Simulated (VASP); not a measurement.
# SiC in VASP: a series of runs

The runs below take SiC through single point, relaxation of cell and atoms, with PBE.

Program: VASP 6.6.1. These are calculated values, not measurements. Logs are shortened: lines on timing, memory, paths and dates and some standing lists are left out, and cuts for length are marked.

## 1. The cell of the first run

Symmetry: P6_3mc, No. 186, hexagonal system. The conventional cell has a = 3.095 Å, b = 3.095 Å, c = 15.186 Å, α = 90.00°, β = 90.00°, γ = 120.00°. Si (site symmetry 3m) has 4 C at 1.89 to 1.90 Å within 2.5 Å. Si (site symmetry 3m) has 4 C at 1.90 Å within 2.5 Å. Si (site symmetry 3m) has 4 C at 1.89 to 1.90 Å within 2.5 Å. C (site symmetry 3m) has 4 Si at 1.89 to 1.90 Å within 2.5 Å. Within 2.5 Å of C (site symmetry 3m) lie 4 Si at 1.90 Å. C (site symmetry 3m) has 4 Si at 1.89 to 1.90 Å within 2.5 Å.

## 2. Single point, PBE

The input, INCAR:

```
PREC     = Accurate       # precision mode
ENCUT    = 520            # plane-wave cutoff, eV
EDIFF    = 1E-6           # SCF threshold, eV
ISMEAR   = 0              # smearing method
SIGMA    = 0.01           # smearing width, eV
LREAL    = F              # projectors in reciprocal space
LASPH    = T              # aspherical terms in the spheres
NELM     = 100            # most SCF steps
ALGO     = Normal         # electronic algorithm
ISIF     = 2              # what is computed and relaxed
LWAVE    = F              # write WAVECAR
LCHARG   = F              # write CHGCAR
GGA      = PE             # functional
NBANDS   = 36             # bands
```

The input, KPOINTS:

```
Automatic mesh
0
Gamma
  8 8 2
```

The input, POSCAR:

```
SiC
1.0
    1.5475298036     -2.6804009207      0.0000000000
    1.5475298036      2.6804009207      0.0000000000
    0.0000000000      0.0000000000     15.1861854286
Si C
6 6
Direct
    0.1666664731      0.8333335269      0.8577034761
    0.8333335269      0.1666664731      0.3577034761
    0.4999999791      0.5000000209      0.5244820616
    0.5000000209      0.4999999791      0.0244820616
    0.8333333475      0.1666666525      0.6912117060
    0.1666666525      0.8333333475      0.1912117060
    0.5000004116      0.4999995884      0.6498381130
    0.4999995884      0.5000004116      0.1498381130
    0.1666670343      0.8333329657      0.9826950858
    0.8333329657      0.1666670343      0.4826950858
    0.8333335128      0.1666664872      0.8162095574
    0.1666664872      0.8333335128      0.3162095574
```

Potentials or basis: VASP PAW PBE potentials, release 64 (Si, C).

Launch:

```console
> cat potpaw_PBE.64/Si/POTCAR potpaw_PBE.64/C/POTCAR > POTCAR
> mpirun -np 1 vasp_std > vasp.out
```

OUTCAR:

```text
PREC = Accurate
   ENCUT = 520
   EDIFF = 1E-6
   ISMEAR = 0
   LREAL = F
   LASPH = T
   NELM = 100
   ISIF = 2
   GGA = PE

 ion  position               nearest neighbor table
   1  0.167  0.833  0.858-  11 1.89  11 1.89  11 1.89   9 1.90   5 3.10   5 3.10   5 3.10   4 3.10
                             4 3.10   4 3.10
   2  0.833  0.167  0.358-  12 1.89  12 1.89  12 1.89  10 1.90   6 3.10   6 3.10   6 3.10   3 3.10
                             3 3.10   3 3.10
   3  0.500  0.500  0.524-  10 1.90  10 1.90  10 1.90   7 1.90   5 3.10   5 3.10   5 3.10   2 3.10
                             2 3.10   2 3.10
   4  0.500  0.500  0.024-   9 1.90   9 1.90   9 1.90   8 1.90   6 3.10   6 3.10   6 3.10   1 3.10
                             1 3.10   1 3.10
   5  0.833  0.167  0.691-   7 1.89   7 1.89   7 1.89  11 1.90   1 3.10   1 3.10   1 3.10   3 3.10
                             3 3.10   3 3.10
   6  0.167  0.833  0.191-   8 1.89   8 1.89   8 1.89  12 1.90   2 3.10   2 3.10   2 3.10   4 3.10
                             4 3.10   4 3.10
   7  0.500  0.500  0.650-   5 1.89   5 1.89   5 1.89   3 1.90
   8  0.500  0.500  0.150-   6 1.89   6 1.89   6 1.89   4 1.90
   9  0.167  0.833  0.983-   4 1.90   4 1.90   4 1.90   1 1.90
  10  0.833  0.167  0.483-   3 1.90   3 1.90   3 1.90   2 1.90
  11  0.833  0.167  0.816-   1 1.89   1 1.89   1 1.89   5 1.90
  12  0.167  0.833  0.316-   2 1.89   2 1.89   2 1.89   6 1.90

  LATTYP: Found a hexagonal cell.
 ALAT       =     3.0950601915
 C/A-ratio  =     4.9065880756

  Lattice vectors:

 A1 = (   1.5475298036,  -2.6804009207,   0.0000000000)
 A2 = (   1.5475298036,   2.6804009207,   0.0000000000)
 A3 = (   0.0000000000,   0.0000000000,  15.1861854286)

Analysis of symmetry for initial positions (statically):
=====================================================================
 Subroutine PRICEL returns:
 Original cell was already a primitive cell.

 Routine SETGRP: Setting up the symmetry group for a
 hexagonal supercell.

 Subroutine GETGRP returns: Found 12 space group operations
 (whereof  2 operations were pure point group operations)
 out of a pool of 24 trial point group operations.

The static configuration has the point symmetry C_1h.
 The point group associated with its full space group is C_6v.

Analysis of symmetry for dynamics (positions and initial velocities):
=====================================================================
 Subroutine PRICEL returns:
 Original cell was already a primitive cell.

 Routine SETGRP: Setting up the symmetry group for a
 hexagonal supercell.

 Subroutine GETGRP returns: Found 12 space group operations
 (whereof  2 operations were pure point group operations)
 out of a pool of 24 trial point group operations.

The dynamic configuration has the point symmetry C_1h.
 The point group associated with its full space group is C_6v.

 Subroutine INISYM returns: Found 12 space group operations
 (whereof  2 operations are pure point group operations),
 and found     1 'primitive' translations

----------------------------------------------------------------------------------------

                                     Primitive cell

  volume of cell :     125.9846

  direct lattice vectors                    reciprocal lattice vectors
     1.547529804 -2.680400921  0.000000000     0.323095555 -0.186539258  0.000000000
     1.547529804  2.680400921  0.000000000     0.323095555  0.186539258  0.000000000
     0.000000000  0.000000000 15.186185429     0.000000000  0.000000000  0.065849321

  length of vectors
     3.095060191  3.095060191 15.186185429     0.373078587  0.373078587  0.065849321

  position of ions in fractional coordinates (direct lattice)
     0.166666473  0.833333527  0.857703476
     0.833333527  0.166666473  0.357703476
     0.499999979  0.500000021  0.524482062
     0.500000021  0.499999979  0.024482062
     0.833333348  0.166666652  0.691211706
     0.166666652  0.833333348  0.191211706
     0.500000412  0.499999588  0.649838113
     0.499999588  0.500000412  0.149838113
[... 58 lines left out ...]
 cond. band min:      10.0180352110   @ k =   0.5000   0.0000   0.0000
 fundamental gap:      2.0291506378
 Fermi energy:         8.0954439061

 k-point     1 :       0.0000    0.0000    0.0000
  band No.  band energies     occupation
      1      -7.3521      2.00000
      2      -6.8366      2.00000
      3      -6.8016      2.00000
      4      -5.3265      2.00000
      5      -5.2981      2.00000
      6      -3.8398      2.00000
[... 28 lines left out ...]
     35      15.2471      0.00000
     36      15.3575      0.00000

 k-point     2 :       0.1250    0.0000    0.0000
  band No.  band energies     occupation
      1      -7.0845      2.00000
      2      -6.5731      2.00000
      3      -6.5371      2.00000
      4      -5.0766      2.00000
      5      -5.0478      2.00000
      6      -3.6160      2.00000
[... 28 lines left out ...]
     35      15.4118      0.00000
     36      15.5010      0.00000

 k-point     3 :       0.2500    0.0000    0.0000
  band No.  band energies     occupation
      1      -6.2984      2.00000
      2      -5.8026      2.00000
      3      -5.7629      2.00000
      4      -4.3589      2.00000
      5      -4.3285      2.00000
      6      -3.0023      2.00000
[... 28 lines left out ...]
     35      15.7777      0.00000
     36      16.0220      0.00000
[... 586 lines left out ...]
 k-point    19 :       0.2500    0.2500    0.5000
  band No.  band energies     occupation
      1      -4.2683      2.00000
      2      -4.2683      2.00000
      3      -3.4468      2.00000
      4      -3.4468      2.00000
      5      -2.3733      2.00000
      6      -2.3733      2.00000
[... 28 lines left out ...]
     35      16.2984      0.00000
     36      16.2985      0.00000

 k-point    20 :       0.3750    0.2500    0.5000
  band No.  band energies     occupation
      1      -3.2395      2.00000
      2      -3.2395      2.00000
      3      -2.8912      2.00000
      4      -2.8912      2.00000
      5      -2.5190      2.00000
      6      -2.5190      2.00000
[... 28 lines left out ...]
     35      16.6824      0.00000
     36      16.6825      0.00000

------------------------ aborting loop because EDIFF is reached ----------------------------------------

  FORCE on cell =-STRESS in cart. coord.  units (eV):
  Direction    XX          YY          ZZ          XY          YZ          ZX
  --------------------------------------------------------------------------------------
  -------------------------------------------------------------------------------------
  Total       -0.0397668     -0.0397668     -0.0387769      0.0000000     -0.0000000      0.0000000
  in kB       -0.5057240     -0.5057242     -0.4931354      0.0000000     -0.0000000      0.0000000
  external PRESSURE =      -0.5015279 kB  Pullay stress =       0.0000000 kB

 VOLUME and BASIS-vectors are now :
 -----------------------------------------------------------------------------
  energy-cutoff  :      520.00
  volume of cell :      125.98
      direct lattice vectors                 reciprocal lattice vectors
     1.547529804 -2.680400921  0.000000000     0.323095555 -0.186539258  0.000000000
     1.547529804  2.680400921  0.000000000     0.323095555  0.186539258  0.000000000
     0.000000000  0.000000000 15.186185429     0.000000000  0.000000000  0.065849321

 POSITION                                       TOTAL-FORCE (eV/Angst)
 -----------------------------------------------------------------------------------
      1.54753      1.78693     13.02524        -0.000000     -0.000000      0.000548
      1.54753     -1.78693      5.43215        -0.000000      0.000000      0.000548
      1.54753      0.00000      7.96488         0.000000     -0.000000     -0.001368
      1.54753     -0.00000      0.37179        -0.000000      0.000000     -0.001368
      1.54753     -1.78693     10.49687         0.000000      0.000000      0.001159
      1.54753      1.78693      2.90378         0.000000     -0.000000      0.001159
      1.54753     -0.00000      9.86856        -0.000000     -0.000000      0.000041
      1.54753      0.00000      2.27547         0.000000     -0.000000      0.000041
      1.54753      1.78693     14.92339        -0.000000      0.000000     -0.000305
      1.54753     -1.78693      7.33030         0.000000      0.000000     -0.000305
      1.54753     -1.78693     12.39511         0.000000      0.000000     -0.000076
      1.54753      1.78693      4.80202        -0.000000     -0.000000     -0.000076
 -----------------------------------------------------------------------------------
    total drift:                                0.000000      0.001971      0.000696

  FREE ENERGIE OF THE ION-ELECTRON SYSTEM (eV)
  ---------------------------------------------------
  free  energy   TOTEN  =       -90.3702571391 eV

  energy  without entropy=      -90.3702571391  energy(sigma->0) =      -90.37025714
```

Run time: 83 s. Hardware: 1 thread of Intel Xeon Platinum 8488C (Sapphire Rapids), shared host; peak memory 0.26 GiB.

What came out:

```
Free energy            : -90.3703 eV
Pressure               : -0.1 GPa
Band gap on the k mesh : 2.03 eV (least direct gap 3.12 eV)
```

A k mesh can miss the band edges.

## 3. Single point, PBE

The input, INCAR:

```
SYSTEM = SiC
ALGO = Normal
EDIFF = 1E-6
ENCUT = 520
GGA = PE
ISIF = 2
ISMEAR = 0
LASPH = .True.
LCHARG = .False.
LREAL = .False.
LWAVE = .False.
NBANDS = 36
NELM = 60
PREC = Accurate
SIGMA = 0.01
```

The input, KPOINTS:

```
k-points
0
Gamma
  8 8 2
  0 0 0
```

The input, POSCAR:

```
SiC
1.0
    3.0950579843      0.0000000000      0.0000000000
   -1.5475289922      2.6803988406      0.0000000000
    0.0000000000      0.0000000000     15.1859361582
Si C
6 6
Direct
    0.0000000000      0.0000000000      0.1250417776
    0.0000000000      0.0000000000      0.6250417776
    0.3333333333      0.6666666667      0.2918201976
    0.6666666667      0.3333333333      0.7918201976
    0.3333333333      0.6666666667      0.9583119446
    0.6666666667      0.3333333333      0.4583119446
    0.0000000000      0.0000000000     -0.0003149033
    0.0000000000      0.0000000000      0.4996850967
    0.3333333333      0.6666666667      0.1668274943
    0.6666666667      0.3333333333      0.6668274943
    0.3333333333      0.6666666667      0.8333134891
    0.6666666667      0.3333333333      0.3333134891
```

Potentials or basis: VASP PAW PBE potentials, release 64 (Si, C).

Launch:

```console
> cat potpaw_PBE.64/Si/POTCAR potpaw_PBE.64/C/POTCAR > POTCAR
> mpirun -np 1 vasp_std > vasp.out
```

Wall time 70 s (1 thread of Intel Xeon Platinum 8488C (Sapphire Rapids), shared host); peak memory 0.26 GiB.

It converged, with:

| Quantity | Value |
| --- | --- |
| Free energy | -90.3703 eV |
| Pressure | 0.0 GPa |
| Band gap on the k mesh | 2.03 eV (least direct gap 3.12 eV) |

Levels at points of the mesh, in eV from the valence-band top:
| k point | band 21 | band 22 | band 23 | band 24 | band 25 | band 26 | band 27 | band 28 |
| --- | --- | --- | --- | --- | --- | --- | --- | --- |
| (0.00, 0.00, 0.00) | -0.30 | -0.03 | 0.00 | 0.00 | 5.05 | 5.22 | 5.63 | 6.14 |
| (0.50, 0.00, 0.00) | -1.80 | -1.77 | -1.65 | -1.10 | 2.03 | 2.21 | 3.19 | 3.87 |
| (0.00, 0.00, 0.50) | -0.10 | -0.10 | -0.10 | -0.10 | 5.12 | 5.12 | 5.86 | 5.86 |
| (0.50, 0.00, 0.50) | -1.70 | -1.70 | -1.30 | -1.30 | 2.07 | 2.07 | 3.41 | 3.41 |

A k mesh can miss the band edges.

## 4. Single point, PBE

This run uses another cell than the first one, of 10.35 Å³/atom.

The input, INCAR:

```
PREC = Accurate
ENCUT = 520
EDIFF = 1E-7
ISMEAR = 0
SIGMA = 0.01
LREAL = F
LASPH = T
NELM = 60
ALGO = Normal
ISIF = 2
LWAVE = F
LCHARG = F
GGA = PE
NBANDS = 36
```

The input, KPOINTS:

```
Automatic mesh
0
Gamma
  8 8 2
```

The input, POSCAR:

```
SiC
1.0
    1.5389000000     -2.6675000000      0.0000000000
    1.5389000000      2.6675000000      0.0000000000
    0.0000000000      0.0000000000     15.1219000000
Si C
6 6
Direct
    0.1673000000      0.8327000000      0.8580000000
    0.8327000000      0.1673000000      0.3580000000
    0.5007000000      0.4993000000      0.5241000000
    0.4993000000      0.5007000000      0.0241000000
    0.8357000000      0.1643000000      0.6912400000
    0.1643000000      0.8357000000      0.1912400000
    0.4960000000      0.5040000000      0.6503000000
    0.5040000000      0.4960000000      0.1503000000
    0.1600000000      0.8400000000      0.9817000000
    0.8400000000      0.1600000000      0.4817000000
    0.8290000000      0.1710000000      0.8168000000
    0.1710000000      0.8290000000      0.3168000000
```

Launch:

```console
> cat potpaw_PBE.64/Si/POTCAR potpaw_PBE.64/C/POTCAR > POTCAR
> mpirun -np 1 vasp_std > vasp.out
```

Run time: 2.1 min. Hardware: 1 thread of Intel Xeon Platinum 8488C (Sapphire Rapids), shared host; peak memory 0.31 GiB.

The run converged. Its results:

```yaml
Free_energy: -90.2842 eV
Pressure: 3.3 GPa
Largest_force: 0.726 eV/Å
Band_gap_on_the_k_mesh: 1.88 eV (least direct gap 3.12 eV)
```

Forces in eV/Å, atoms in the order of the input:
```
Si   0.000  0.511 -0.223
Si   0.000 -0.511 -0.223
Si   0.000 -0.447  0.106
Si   0.000  0.447  0.106
Si   0.000  0.652  0.218
Si   0.000 -0.652  0.218
C    0.000 -0.612 -0.296
C    0.000  0.612 -0.296
C    0.000 -0.597  0.413
C    0.000  0.597  0.413
C    0.000 -0.523 -0.217
C    0.000  0.523 -0.217
```

Stress tensor (GPa, compression positive):
```
5.49 0.00 0.00
0.00 1.62 0.00
0.00 0.00 2.84
```

Levels at points of the mesh, in eV from the valence-band top:
| k point | band 21 | band 22 | band 23 | band 24 | band 25 | band 26 | band 27 | band 28 |
| --- | --- | --- | --- | --- | --- | --- | --- | --- |
| (0.00, 0.00, 0.00) | -0.33 | -0.22 | -0.11 | 0.00 | 5.08 | 5.24 | 5.68 | 6.19 |
| (0.50, 0.00, 0.00) | -1.91 | -1.88 | -1.72 | -1.16 | 1.96 | 2.11 | 3.12 | 3.78 |
| (0.50, 0.50, 0.00) | -2.01 | -1.93 | -1.71 | -1.29 | 1.88 | 2.11 | 3.10 | 3.73 |
| (0.00, 0.00, 0.50) | -0.31 | -0.31 | -0.09 | -0.09 | 5.15 | 5.15 | 5.91 | 5.91 |
| (0.50, 0.00, 0.50) | -1.83 | -1.83 | -1.36 | -1.36 | 1.98 | 1.98 | 3.34 | 3.34 |
| (0.50, 0.50, 0.50) | -1.81 | -1.81 | -1.49 | -1.49 | 1.95 | 1.95 | 3.29 | 3.29 |

Caveat: the cell stands under pressure.

## 5. Relaxation of cell and atoms, PBE

The input, INCAR:

```
PREC = Accurate
ENCUT = 600
EDIFF = 1E-6
ISMEAR = 0
SIGMA = 0.01
LREAL = False
LASPH = True
NELM = 80
ALGO = Normal
ISIF = 3
LWAVE = False
LCHARG = False
GGA = PE
IBRION = 2
NSW = 80
EDIFFG = -0.002
```

The input, KPOINTS:

```
regular mesh
0
Gamma
  8 8 2
```

The input, POSCAR:

```
SiC
1.0
    3.0950000000      0.0000000000      0.0000000000
   -1.5475000000      2.6803486247      0.0000000000
    0.0000000000      0.0000000000     15.1700000000
Si C
6 6
Direct
    0.0000000000      0.0000000000      0.1250000000
    0.0000000000      0.0000000000      0.6250000000
    0.3333333333      0.6666666667      0.2917000000
    0.6666666667      0.3333333333      0.7917000000
    0.3333333333      0.6666666667      0.9583000000
    0.6666666667      0.3333333333      0.4583000000
    0.0000000000      0.0000000000      0.0000000000
    0.0000000000      0.0000000000      0.5000000000
    0.3333333333      0.6666666667      0.1667000000
    0.6666666667      0.3333333333      0.6667000000
    0.3333333333      0.6666666667      0.8333000000
    0.6666666667      0.3333333333      0.3333000000
```

Launch:

```console
> cat potpaw_PBE.64/Si/POTCAR potpaw_PBE.64/C/POTCAR > POTCAR
> mpirun -np 1 vasp_std > vasp.out
```

It took 5.4 min on 1 thread of Intel Xeon Platinum 8488C (Sapphire Rapids), shared host; peak memory 0.33 GiB.

It converged, with:

* Free energy: -90.3783 eV
* Relaxed volume: 10.49 Å³/atom
* Relaxed cell: a = 3.094 Å, b = 3.094 Å, c = 15.182 Å, α = 90.00°, β = 90.00°, γ = 120.00°
* Space group after relaxing (to 0.1 Å): P6_3mc (No. 186)
* Energy gained by relaxing: 0.1 meV/atom
* Ionic steps: 9
* Pressure after relaxing: 0.0 GPa
* Band gap on the k mesh: 2.03 eV (least direct gap 3.12 eV)

The path:
```csv
step,energy change (eV),largest force (eV/Å),pressure (GPa),volume (Å³)
1,0.0000,0.1423,0.05,125.85
2,-0.0001,0.1100,-0.04,125.90
3,-0.0009,0.0296,0.00,125.87
4,-0.0010,0.0044,-0.01,125.88
5,-0.0010,0.0034,-0.01,125.88
6,-0.0010,0.0037,-0.01,125.88
7,-0.0010,0.0032,-0.01,125.88
8,-0.0010,0.0031,0.00,125.87
9,-0.0010,0.0007,0.00,125.87
```

Final structure:
```
CELL_PARAMETERS angstrom
3.09414 0.00000 0.00000
-1.54707 2.67961 0.00000
0.00000 0.00000 15.18184
ATOMIC_POSITIONS crystal
Si 0.00000 0.00000 0.12504
Si 0.00000 0.00000 0.62504
Si 0.33333 0.66667 0.29182
Si 0.66667 0.33333 0.79182
Si 0.33333 0.66667 0.95831
Si 0.66667 0.33333 0.45831
C 0.00000 0.00000 0.99969
C 0.00000 0.00000 0.49969
C 0.33333 0.66667 0.16683
C 0.66667 0.33333 0.66683
C 0.33333 0.66667 0.83331
C 0.66667 0.33333 0.33331
```

Levels at points of the mesh, in eV from the valence-band top:
```csv
k point,band 20,band 21,band 22,band 23,band 24,band 25,band 26,band 27,band 28,band 29
"(0.00, 0.00, 0.00)",-0.30,-0.30,-0.04,0.00,0.00,5.06,5.23,5.63,6.14,6.15
"(0.50, 0.00, 0.00)",-2.24,-1.80,-1.77,-1.65,-1.10,2.03,2.21,3.19,3.87,4.56
"(0.00, 0.00, 0.50)",-0.63,-0.10,-0.10,-0.10,-0.10,5.13,5.13,5.87,5.87,6.51
"(0.50, 0.00, 0.50)",-2.33,-1.70,-1.70,-1.30,-1.30,2.07,2.07,3.41,3.41,4.76
```

A k mesh can miss the band edges. Expect the measured gap to be larger: semilocal functionals such as PBE lack the derivative discontinuity.

## 6. The runs side by side

```csv
task,cell,cutoff (eV),gap on the mesh (eV),pressure (GPa)
single point,"a = 3.095, b = 3.095, c = 15.186 Å, angles 90.0, 90.0, 120.0°, 12 atoms, atomic positions A",520,2.03,0.0
single point,"a = 3.080, b = 3.080, c = 15.122 Å, angles 90.0, 90.0, 120.0°, 12 atoms, atomic positions B",520,1.88,3.3
relaxation of cell and atoms,"relaxed from a = 3.095, b = 3.095, c = 15.170 Å, angles 90.0, 90.0, 120.0°, 12 atoms, atomic positions A",600,2.03,0.0
```

Alike in all rows: level PBE; potentials or basis VASP PAW PBE potentials, release 64 (Si, C); no spin polarisation; k mesh 8 × 8 × 2; smearing gaussian 0.01 eV.

Caveats: the cell stands under pressure (at least some runs).

Total energies depend on the potentials used, so only differences within one code and one set of settings carry meaning.
